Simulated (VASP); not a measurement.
# Ca2Al2O3 (R32) in VASP: single point with PBE

Aim: the single point of Ca2Al2O3 with PBE.

Program: VASP 6.6.1. These are calculated values, not measurements. Logs are shortened: lines on timing, memory, paths and dates and some standing lists are left out, and cuts for length are marked.

### Step 1. The cell of the first run

It takes space group R32 (No. 155, trigonal). Conventional cell: a = 5.387 Å, b = 5.387 Å, c = 12.580 Å, α = 90.00°, β = 90.00°, γ = 120.00°. Ca (site symmetry 32) has 6 O at 2.62 Å and 8 Al at 3.05 to 3.31 Å within 3.5 Å. Ca (site symmetry 32) has 6 O at 2.45 to 2.94 Å within 3.2 Å. Within 2.4 Å of Al (site symmetry 3) lie 3 O at 1.84 Å. Within 2.4 Å of O (site symmetry 2) lie 2 Al at 1.84 Å.

### Step 2. Single point, PBE

Input file INCAR:

```
SYSTEM = Ca2Al2O3
ALGO = Normal ; EDIFF = 1E-7
ENCUT = 520 ; GGA = PE
ISIF = 2 ; ISMEAR = 0
LASPH = .TRUE. ; LCHARG = .FALSE.
LREAL = .FALSE. ; LWAVE = .FALSE.
NBANDS = 31 ; NELM = 60
PREC = Accurate ; SIGMA = 0.1
```

Input file KPOINTS:

```
k-points
0
G
  6 6 6
  0 0 0
```

Input file POSCAR:

```
Ca2Al2O3
1.0
    2.6932826608      1.5549674692      4.1934045852
   -2.6932826608      1.5549674692      4.1934045852
    0.0000000000     -3.1099349385      4.1934045852
Ca Al O
2 2 3
Direct
    0.0000000000      0.0000000000      0.0000000000
    0.5000000000      0.5000000000      0.5000000000
    0.7575948260      0.7575948260      0.7575948260
    0.2424051740      0.2424051740      0.2424051740
    0.5000000000      0.9539662219      0.0460337781
    0.9539662219      0.0460337781      0.5000000000
    0.0460337781      0.5000000000      0.9539662219
```

Potentials or basis: VASP PAW PBE potentials, release 64 (Ca_sv, Al, O).

The run is started by

```console
$ cat potpaw_PBE.64/Ca_sv/POTCAR potpaw_PBE.64/Al/POTCAR potpaw_PBE.64/O/POTCAR > POTCAR
$ mpirun -np 1 vasp_std > vasp.out
```

OUTCAR:

```text
SYSTEM = Ca2Al2O3
   EDIFF = 1E-7
   ENCUT = 520
   GGA = PE
   ISIF = 2
   ISMEAR = 0
   LASPH = .TRUE.
   LREAL = .FALSE.
   NELM = 60
   PREC = Accurate

 ion  position               nearest neighbor table
   1  0.000  0.000  0.000-   3 3.05   4 3.05
   2  0.500  0.500  0.500-   6 2.45   5 2.45   7 2.45   4 3.24   3 3.24   4 3.25   4 3.25   3 3.25
                             3 3.25   4 3.25   3 3.25
   3  0.758  0.758  0.758-   7 1.84   6 1.84   5 1.84   1 3.05   2 3.24   2 3.25   2 3.25   2 3.25

   4  0.242  0.242  0.242-   5 1.84   6 1.84   7 1.84   1 3.05   2 3.24   2 3.25   2 3.25   2 3.25

   5  0.500  0.954  0.046-   4 1.84   3 1.84   2 2.45
   6  0.954  0.046  0.500-   4 1.84   3 1.84   2 2.45
   7  0.046  0.500  0.954-   3 1.84   4 1.84   2 2.45

  LATTYP: Found a trigonal (rhomboedric) cell.
 ALAT       =     5.2207602259
 COS(alpha) =     0.4677368862

  Lattice vectors:

 A1 = (   2.6932826608,   1.5549674692,   4.1934045852)
 A2 = (  -2.6932826608,   1.5549674692,   4.1934045852)
 A3 = (   0.0000000000,  -3.1099349385,   4.1934045852)

Analysis of symmetry for initial positions (statically):
=====================================================================
 Subroutine PRICEL returns:
 Original cell was already a primitive cell.

 Routine SETGRP: Setting up the symmetry group for a
 trigonal (rhombohedral) supercell.

 Subroutine GETGRP returns: Found  6 space group operations
 (whereof  6 operations were pure point group operations)
 out of a pool of 12 trial point group operations.

The static configuration has the point symmetry D_3 .

Analysis of symmetry for dynamics (positions and initial velocities):
=====================================================================
 Subroutine PRICEL returns:
 Original cell was already a primitive cell.

 Routine SETGRP: Setting up the symmetry group for a
 trigonal (rhombohedral) supercell.

 Subroutine GETGRP returns: Found  6 space group operations
 (whereof  6 operations were pure point group operations)
 out of a pool of 12 trial point group operations.

The dynamic configuration has the point symmetry D_3 .

 Subroutine INISYM returns: Found  6 space group operations
 (whereof  6 operations are pure point group operations),
 and found     1 'primitive' translations

----------------------------------------------------------------------------------------

                                     Primitive cell

  volume of cell :     105.3710

  direct lattice vectors                    reciprocal lattice vectors
     2.693282661  1.554967469  4.193404585     0.185647057  0.107183378  0.079489905
    -2.693282661  1.554967469  4.193404585    -0.185647057  0.107183378  0.079489905
     0.000000000 -3.109934938  4.193404585     0.000000000 -0.214366757  0.079489905

  length of vectors
     5.220760226  5.220760226  5.220760226     0.228630163  0.228630163  0.228630163

  position of ions in fractional coordinates (direct lattice)
     0.000000000  0.000000000  0.000000000
     0.500000000  0.500000000  0.500000000
     0.757594826  0.757594826  0.757594826
     0.242405174  0.242405174  0.242405174
     0.500000000  0.953966222  0.046033778
     0.953966222  0.046033778  0.500000000
     0.046033778  0.500000000  0.953966222

  ion indices of the primitive-cell ions
   primitive index   ion index
                 1           1
                 2           2
                 3           3
                 4           4
                 5           5
                 6           6
                 7           7

----------------------------------------------------------------------------------------

 KPOINTS: k-points

Automatic generation of k-mesh.
 Grid dimensions read from file:
 generate k-points for:    6    6    6

 Generating k-lattice:

  Cartesian coordinates                     Fractional coordinates (reciprocal lattice)
     0.030941176  0.017863896  0.013248318     0.166666667 -0.000000000  0.000000000
    -0.030941176  0.017863896  0.013248318    -0.000000000  0.166666667  0.000000000
     0.000000000 -0.035727793  0.013248318     0.000000000  0.000000000  0.166666667

  Length of vectors
     0.038105027  0.038105027  0.038105027

  Shift w.r.t. Gamma in fractional coordinates (k-lattice)
     0.000000000  0.000000000  0.000000000

 Subroutine IBZKPT returns following result:
 ===========================================

 Found     32 irreducible k-points:

 Following reciprocal coordinates:
            Coordinates               Weight
  0.000000  0.000000  0.000000      1.000000
  0.166667  0.000000  0.000000      6.000000
  0.333333  0.000000  0.000000      6.000000
  0.500000  0.000000  0.000000      3.000000
  0.166667  0.166667  0.000000      6.000000
  0.333333  0.166667  0.000000     12.000000
[... 16 lines left out ...]
  0.500000  0.500000  0.166667      6.000000
 -0.333333  0.500000  0.166667     12.000000
 [... further k-points ...]
   k-points           NKPTS =     32   k-points in BZ     NKDIM =     32   number of bands    NBANDS=     31
   number of dos      NEDOS =    301   number of ions     NIONS =      7
   total plane-waves  NPLWV =  64000
   dimension x,y,z NGX =    40 NGY =   40 NGZ =   40
   dimension x,y,z NGXF=    80 NGYF=   80 NGZF=   80
   ions per type =               2   2   3
   NGX,Y,Z   is equivalent  to a cutoff of  12.74, 12.74, 12.74 a.u.
   NGXF,Y,Z  is equivalent  to a cutoff of  25.47, 25.47, 25.47 a.u.
 SYSTEM =  Ca2Al2O3
   PREC   = accura    normal or accurate (medium, high low for compatibility)
   ISTART =      0    job   : 0-new  1-cont  2-samecut
   ICHARG =      2    charge: 1-file 2-atom 10-const
   ISPIN  =      1    spin polarized calculation?
   LNONCOLLINEAR =      F non collinear calculations
   LSORBIT =      F    spin-orbit coupling
   LASPH  =      T    aspherical Exc in radial PAW
   ENCUT  =  520.0 eV  38.22 Ry    6.18 a.u.   9.71  9.71  9.71*2*pi/ulx,y,z
   NELM   =     60;   NELMIN=  2; NELMDL= -5     # of ELM steps
   EDIFF  = 0.1E-06   stopping-criterion for ELM
   LREAL  =      F    real-space projection
   EDIFFG = 0.1E-05   stopping-criterion for IOM
   NSW    =      0    number of steps for IOM
   IBRION =     -1    ionic relax: 0-MD 1-quasi-New 2-CG
   NFREE  =      0    steps in history (QN), initial steepest desc. (CG)
   ISIF   =      2    stress and relaxation
   ISYM   =      2    0-nonsym 1-usesym 2-fastsym
   POTIM  = 0.5000    time-step for ionic-motion
   TEBEG  =    0.0;   TEEND  =   0.0 temperature during run
   PSTRESS=    0.0 pullay stress
   NELECT =      44.0000    total number of electrons
   NUPDOWN=      -1.0000    fix difference up-down
   EMIN   =  10.00;   EMAX   =-10.00  energy-range for DOS
   EFERMI =   0.00;   METHOD = LEGACY
   ISMEAR =     0;   SIGMA  =   0.10  broadening in eV -4-tet -1-fermi 0-gaus
   EFERMI_NEDOS =   21; number of points for ismear=-14 and -15
   IALGO  =     38    algorithm
   IMIX   =      4    mixing-type and parameters
     AMIX     =   0.40;   BMIX     =  1.00
     AMIX_MAG =   1.60;   BMIX_MAG =  1.00
  volume/ion in A,a.u.               =      15.05       101.58
  Fermi-wavevector in a.u.,A,eV,Ry     =   1.223635  2.312335 20.371774  1.497283
  Thomas-Fermi vector in A             =   2.358739
   LORBIT       =      0    0 simple, 1 ext, 2 COOP (PROOUT), +10 PAW based schemes
   GGA     = PE    functional components
   LHFCALC =     F    Hartree Fock is set to
   AEXX    =    0.0000 exact exchange contribution
   IVDW    =     0    specifies the selected vdW correction
   LEPSILON=     F    determine dielectric tensor
   LRPA    =     F    only Hartree local field effects (RPA)
 non-spin polarized calculation
 Gauss-broadening in eV      SIGMA  =   0.10
  energy-cutoff  :      520.00
  volume of cell :      105.37
 maximum number of plane-waves:      2854
   NGX = 19   NGY = 19   NGZ = 19

 number of electron      44.0000001 magnetization

 Free energy of the ion-electron system (eV)
  ---------------------------------------------------
  ext. energy  EPLUGINS =         0.00000000
  ---------------------------------------------------
  free energy    TOTEN  =       -42.21272454 eV

  energy without entropy =      -42.21074121  energy(sigma->0) =      -42.21173287

 E-fermi :   5.6852     XC(G=0):  -9.9677

 val. band max:        5.6278617763   @ k =   0.1667   0.1667   0.1667
 cond. band min:       5.7490506716   @ k =   0.1667   0.0000   0.0000
 fundamental gap:      0.1211888953
 Fermi energy:         5.6851534572

 k-point     1 :       0.0000    0.0000    0.0000
  band No.  band energies     occupation
      1     -35.8640      2.00000
      2     -35.4591      2.00000
      3     -16.9194      2.00000
      4     -16.9175      2.00000
      5     -16.9175      2.00000
      6     -16.5821      2.00000
[... 23 lines left out ...]
     30       9.7020      0.00000
     31      10.7115      0.00000

 k-point     2 :       0.1667    0.0000    0.0000
  band No.  band energies     occupation
      1     -35.8637      2.00000
      2     -35.4591      2.00000
      3     -16.9433      2.00000
      4     -16.9169      2.00000
      5     -16.9138      2.00000
      6     -16.6229      2.00000
[... 23 lines left out ...]
     30       9.8668      0.00000
     31      10.3786      0.00000

 k-point     3 :       0.3333    0.0000    0.0000
  band No.  band energies     occupation
      1     -35.8633      2.00000
      2     -35.4592      2.00000
      3     -16.9880      2.00000
      4     -16.9139      2.00000
      5     -16.9098      2.00000
      6     -16.6950      2.00000
[... 23 lines left out ...]
     30      10.1747      0.00000
     31      10.3674      0.00000

 k-point     4 :       0.5000    0.0000    0.0000
  band No.  band energies     occupation
      1     -35.8631      2.00000
      2     -35.4592      2.00000
      3     -17.0097      2.00000
      4     -16.9118      2.00000
      5     -16.9076      2.00000
      6     -16.7279      2.00000
[... 23 lines left out ...]
     30      10.1749      0.00000
     31      10.5297      0.00000

 k-point     5 :       0.1667    0.1667    0.0000
  band No.  band energies     occupation
      1     -35.8636      2.00000
      2     -35.4591      2.00000
      3     -16.9635      2.00000
      4     -16.9345      2.00000
      5     -16.9123      2.00000
      6     -16.6161      2.00000
[... 23 lines left out ...]
     30       9.9414      0.00000
     31      10.2823      0.00000
[... 542 lines left out ...]
     30      10.1138      0.00000
     31      10.3523      0.00000

 k-point    22 :      -0.1667    0.3333    0.1667
  band No.  band energies     occupation
      1     -35.8631      2.00000
      2     -35.4591      2.00000
      3     -17.0572      2.00000
      4     -16.9444      2.00000
      5     -16.9296      2.00000
      6     -16.6600      2.00000
[... 23 lines left out ...]
     30      10.0988      0.00000
     31      10.2758      0.00000

 k-point    23 :       0.5000    0.5000    0.1667
  band No.  band energies     occupation
      1     -35.8628      2.00000
      2     -35.4591      2.00000
      3     -17.1434      2.00000
      4     -16.9754      2.00000
      5     -16.9308      2.00000
      6     -16.5922      2.00000
[... 23 lines left out ...]
     30      10.2376      0.00000
     31      10.3649      0.00000

 k-point    24 :      -0.3333    0.5000    0.1667
  band No.  band energies     occupation
      1     -35.8628      2.00000
      2     -35.4591      2.00000
      3     -17.1344      2.00000
      4     -16.9712      2.00000
      5     -16.9325      2.00000
      6     -16.6167      2.00000
[... 23 lines left out ...]
     30      10.1636      0.00000
     31      10.3720      0.00000

 [... further k-points ...]
[... 5 lines left out ...]
  --------------------------------------------------------------------------------------
  -------------------------------------------------------------------------------------
  Total        0.1065061      0.1065061      0.0453113      0.0000000     -0.0000000     -0.0000000
  in kB        1.6194366      1.6194366      0.6889635      0.0000000     -0.0000000     -0.0000000
  external PRESSURE =       1.3092789 kB  Pullay stress =       0.0000000 kB

 VOLUME and BASIS-vectors are now :
 -----------------------------------------------------------------------------
  energy-cutoff  :      520.00
  volume of cell :      105.37
      direct lattice vectors                 reciprocal lattice vectors
     2.693282661  1.554967469  4.193404585     0.185647057  0.107183378  0.079489905
    -2.693282661  1.554967469  4.193404585    -0.185647057  0.107183378  0.079489905
     0.000000000 -3.109934938  4.193404585     0.000000000 -0.214366757  0.079489905

 POSITION                                       TOTAL-FORCE (eV/Angst)
 -----------------------------------------------------------------------------------
      0.00000      0.00000      0.00000         0.000000     -0.000000     -0.000000
      0.00000     -0.00000      6.29011         0.000000      0.000000     -0.000000
      0.00000     -0.00000      9.53070         0.000000     -0.000000      0.000776
      0.00000     -0.00000      3.04951         0.000000      0.000000     -0.000776
     -1.22266      2.11771      6.29011        -0.004428      0.007670     -0.000000
      2.44532     -0.00000      6.29011         0.008856     -0.000000      0.000000
     -1.22266     -2.11771      6.29011        -0.004428     -0.007670     -0.000000
 -----------------------------------------------------------------------------------
    total drift:                                0.000000     -0.000000     -0.000000

  FREE ENERGIE OF THE ION-ELECTRON SYSTEM (eV)
  ---------------------------------------------------
  free  energy   TOTEN  =       -42.2127245354 eV

  energy  without entropy=      -42.2107412084  energy(sigma->0) =      -42.21173287
```

Wall time 2.4 min (1 thread of Intel Xeon Platinum 8259CL at 2.50GHz (Skylake/Cascade Lake), shared host); peak memory 0.29 GiB.

What came out:

* Free energy: -42.2127 eV
* Pressure: 0.1 GPa
* Largest force: 0.009 eV/Å
* Band gap on the k mesh: zero (band 22 reaches 5.94 eV, above the bottom of band 23 at 5.49 eV)

Forces in eV/Å, atoms in the order of the input:
```
Ca   0.000  0.000  0.000
Ca   0.000  0.000  0.000
Al   0.000  0.000  0.001
Al   0.000  0.000 -0.001
O   -0.004  0.008  0.000
O    0.009  0.000  0.000
O   -0.004 -0.008  0.000
```
